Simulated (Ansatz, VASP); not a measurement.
# One calculation of AlN, two programs

File POSCAR:

```
AlN
1.0
    0.0000000000      2.2534816071      2.1067790577
    2.2534816071      0.0000000000      2.1067790577
    2.2534816071      2.2534816071      0.0000000000
Al N
1 1
Direct
    0.0000000000      0.0000000000      0.0000000000
    0.7500000000      0.7500000000      0.7500000000
```

INCAR.step1

```
SYSTEM = AlN
  PREC = Accurate
  ENCUT = 520
  EDIFF = 1E-5
  ISMEAR = 0
  SIGMA = 0.01
  LREAL = .FALSE.
  LASPH = .TRUE.
  NELM = 80
  ALGO = Normal
  ISIF = 2
  LWAVE = .TRUE.
  LCHARG = .FALSE.
  GGA = PE
  NBANDS = 11
```

File INCAR.step2:

```
SYSTEM = AlN
  PREC = Accurate
  ENCUT = 520
  EDIFF = 1E-6
  ISMEAR = 0
  SIGMA = 0.01
  LREAL = .FALSE.
  LASPH = .TRUE.
  NELM = 80
  ALGO = Normal
  ISIF = 2
  LWAVE = .FALSE.
  LCHARG = .FALSE.
  GGA = PE
  LHFCALC = .TRUE.
  HFSCREEN = 0.2079
  PRECFOCK = Normal
  ISTART = 1
  NBANDS = 11
```

File KPOINTS:

```
regular mesh
0
G
  8 8 8
  0 0 0
```

Input for Ansatz:

```yaml
crystal:
  lattice:
    - [0.0, 2.2534816071, 2.1067790577]
    - [2.2534816071, 0.0, 2.1067790577]
    - [2.2534816071, 2.2534816071, 0.0]
  atoms:
    - { symbol: Al, position: [0.0, 0.0, 0.0] }
    - { symbol: "N", position: [0.75, 0.75, 0.75] }
kpoints:
  mp_grid: { grid: [8, 8, 8] }
  band_path:
    path:
      - [0.0, 0.0, 0.0]
      - [-0.5, -0.5, 0.0]
      - [-0.375, -0.375, 0.25]
      - [-0.375, 0.0, 0.375]
      - [0.0, 0.0, 0.5]
      - [-0.5, -0.25, 0.25]
    npoints: 1
hamiltonian:
  xc: hse06
scf:
  occupations: { method: fixed }
  n_extra_bands: 4
output:
  forces: true
  stress: true
  eigenvalues: true
  write_density: true
  write_potential: true
  elf: true
  volumetric_format: npy
```

Change from the starting cell: epitaxial_xy strain +3.1%.

Alike in both runs: task single point; functional HSE06; k mesh 8 × 8 × 8; no spin polarisation.

|  | VASP | Ansatz |
| --- | --- | --- |
| version | VASP 6.6.1 | Ansatz 0.2.0 |
| potentials or method | VASP PAW PBE potentials, release 64 (Al, N) | plane waves, PAW |
| plane-wave cutoff (eV) | 520 | 420 |
| occupations | gaussian, width 0.01 eV | fixed |
| valence electrons in the cell | 8 | 8 |

|  | VASP | Ansatz | Ansatz less VASP |
| --- | --- | --- | --- |
| gap on the k mesh at the Fermi level (eV) | 4.19 | 4.19 | +0.004 |
| pressure (GPa) | -6.3 | -6.1 | +0.18 |
| traceless stress, the component that is largest in VASP (GPa) | 5.38 | 5.33 | -0.047 |

Ansatz's warnings: stress exchange threshold loose, stress scf threshold loose.
